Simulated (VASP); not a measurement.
Input of a VASP 6.6.1 run:

The input INCAR:

```
  PREC = Accurate
  ENCUT = 520
  EDIFF = 1E-6
  ISMEAR = 0
  SIGMA = 0.02
  LREAL = Auto
  LASPH = T
  NELM = 150
  ALGO = Normal
  ISIF = 2
  LWAVE = F
  LCHARG = T
  ISPIN = 2
  MAGMOM = 0 0 0 0 0 0 0 0 0 0 0 0 0 0 0 0 0 0 0 0 0 0 0 0 0 0 0 0 0 0 0 0 0 0.11 0 0 0 0 0 0 0 0 0 0 0 0 0 0 0 0 0 0 0 0 0 0 0 0 0 0 0 0 0
  LORBIT = 11
  GGA = CA
  LELF = T
  LVHAR = T
  NBANDS = 168
  LUSENCCL = F
```

KPOINTS

```
Automatic mesh
0
Gamma
  1 1 1
```

Contents of POSCAR:

```
Si62P
1.0
   10.8600000000      0.0000000000      0.0000000000
    0.0000000000     10.8600000000      0.0000000000
    0.0000000000      0.0000000000     10.8600000000
Si P
62 1
Direct
    0.5051183241      0.0029046961      0.0109483425
    0.7416581952      0.2443094843      0.0055702578
    0.8709373849      0.3719698895      0.1244741252
    0.8790970534      0.1244066298      0.3778902394
   -0.0006801105      0.0009664825      0.0012081952
    0.1258674033      0.1250198895      0.1250574586
    0.2515105893      0.2498310313      0.0003887661
    0.3826936464      0.3667813996      0.1261546961
    0.5008146409      0.4984683241      0.0009779006
    0.6243261510      0.6248601289      0.1265896869
    0.7497942910      0.7514873849      0.0037640884
    0.8862644567      0.8665150092      0.1237690608
    0.2490864641     -0.0010487109      0.2508775322
    0.3715425414      0.1247004604      0.3774235727
    0.5054858195      0.2382011050      0.2501299263
    0.6251731123      0.3719933702      0.3739279006
    0.7495831492      0.4992447514      0.2502966851
    0.8719889503      0.6274753223      0.3742389503
    0.4965682320      0.0006268877      0.5013494475
    0.6238569061      0.1242976059      0.6257767035
    0.7491709945      0.2464693370      0.4982540516
    0.8775299263      0.3723563536      0.6244437385
    0.7498372007     -0.0001684162      0.7503204420
    0.8709929098      0.1247941989      0.8786910681
   -0.0010356354      0.4982844383      0.0009068140
    0.1302623389      0.6197654696      0.1241279006
    0.2478974217      0.7505362799     -0.0031244015
    0.3729247698      0.8742381215      0.1249150092
   -0.0027863720      0.2474322284      0.2475250460
    0.1217989871      0.3764393186      0.3735998158
    0.2557165746      0.4941922652      0.2486894107
    0.3755310313      0.6227783610      0.3773822284
    0.4977928177      0.7505949355      0.2490181400
    0.6193309392      0.8880152855      0.3638606814
    0.0011327808     -0.0000402394      0.5009019337
    0.1274947514      0.1249557090      0.6278489871
    0.2464974217      0.2533077348      0.4997069061
    0.3747716390      0.3745874770      0.6260191529
    0.5013295580      0.4992063536      0.5009551565
    0.6282289134      0.6297172192      0.6207538674
    0.7448043278      0.7611213628      0.4885569061
    0.8720892265      0.8755042357      0.6219192449
    0.2542486188     -0.0000988029      0.7526622468
    0.3802753223      0.1247963168      0.8806590239
    0.5000529466      0.2500416206      0.7508976059
    0.6257154696      0.3759392265      0.8739801105
    0.7518654696      0.5021463168      0.7466915285
    0.8762204420      0.6262411602      0.8764746777
    0.0050640884      0.7446638122      0.2501779926
    0.1254072744      0.8736817680      0.3759798343
   -0.0027840700      0.5017497238      0.4990516575
    0.1242604052      0.6245304788      0.6254032228
    0.2502785451      0.7491819521      0.5009583794
    0.3766090239      0.8707720994      0.6286425414
   -0.0005636280      0.2479260589      0.7524772560
    0.1254115101      0.3743518416      0.8760192449
    0.2496664825      0.4999498158      0.7503593923
    0.3755627072      0.6236902394      0.8764069982
    0.5030796501      0.7488777164      0.7530608656
    0.6261581952      0.8777593002      0.8797348066
   -0.0026813996      0.7507262431      0.7475245856
    0.1225737569      0.8757510129      0.8726916206
    0.6374050645      0.1039037753      0.1471476980
```

Potentials or basis: VASP PAW LDA potentials, release 64 (Si, P).

The run is started by

```console
$ cat potpaw_LDA.64/Si/POTCAR potpaw_LDA.64/P/POTCAR > POTCAR
$ mpirun -np 1 vasp_gam > vasp.out
```

Q: Estimate the pressure.

A: -1.6 GPa.

Q: Estimate the net moment.

A: 1.00 μB per cell.

Forces in eV/Å, atoms in the order of the input:
```
Si  -0.047  0.057 -0.102
Si  -0.081 -0.102  0.115
Si  -0.008 -0.013  0.019
Si   0.051 -0.004  0.076
Si  -0.005  0.013  0.010
Si   0.009 -0.002 -0.002
Si  -0.018  0.015 -0.014
Si  -0.079  0.078 -0.019
Si  -0.017  0.027 -0.001
Si   0.001 -0.003  0.003
Si   0.004  0.004  0.006
Si  -0.020 -0.016  0.004
Si  -0.013  0.000  0.000
Si   0.053 -0.019 -0.058
Si  -0.020  0.097 -0.111
Si   0.002 -0.010 -0.022
Si   0.005  0.001  0.005
Si   0.015 -0.034  0.016
Si   0.037 -0.003 -0.018
Si   0.000 -0.011  0.004
Si   0.004 -0.009  0.000
Si  -0.021 -0.004  0.004
Si  -0.004 -0.009  0.007
Si  -0.015 -0.012  0.017
Si  -0.012  0.003  0.009
Si  -0.021  0.021  0.013
Si   0.012  0.010  0.026
Si   0.022  0.022  0.014
Si   0.005 -0.009  0.002
Si   0.012 -0.026  0.015
Si  -0.050  0.033  0.019
Si   0.014 -0.005 -0.008
Si   0.029  0.008  0.009
Si   0.138 -0.187  0.173
Si   0.027 -0.025  0.039
Si   0.012 -0.007  0.008
Si   0.040 -0.029 -0.013
Si   0.005 -0.004 -0.005
Si   0.007 -0.011 -0.005
Si  -0.011 -0.074  0.065
Si   0.023 -0.119  0.118
Si   0.012 -0.017  0.037
Si  -0.024  0.000 -0.004
Si  -0.056 -0.002 -0.049
Si  -0.010 -0.005 -0.007
Si  -0.028 -0.051  0.055
Si   0.003 -0.052  0.056
Si  -0.002 -0.011  0.006
Si  -0.014  0.006  0.039
Si   0.020 -0.009  0.015
Si   0.011 -0.012  0.011
Si   0.009 -0.003 -0.001
Si   0.023 -0.005  0.003
Si   0.005  0.011 -0.008
Si  -0.015  0.000  0.009
Si  -0.011  0.001 -0.003
Si  -0.001 -0.007  0.006
Si  -0.008  0.006 -0.005
Si   0.001 -0.004  0.000
Si  -0.014 -0.009 -0.008
Si   0.007 -0.009  0.015
Si   0.011 -0.019  0.017
P   -0.002  0.545 -0.600
```

Caveat: the k points lie up to 0.58 Å⁻¹ apart.
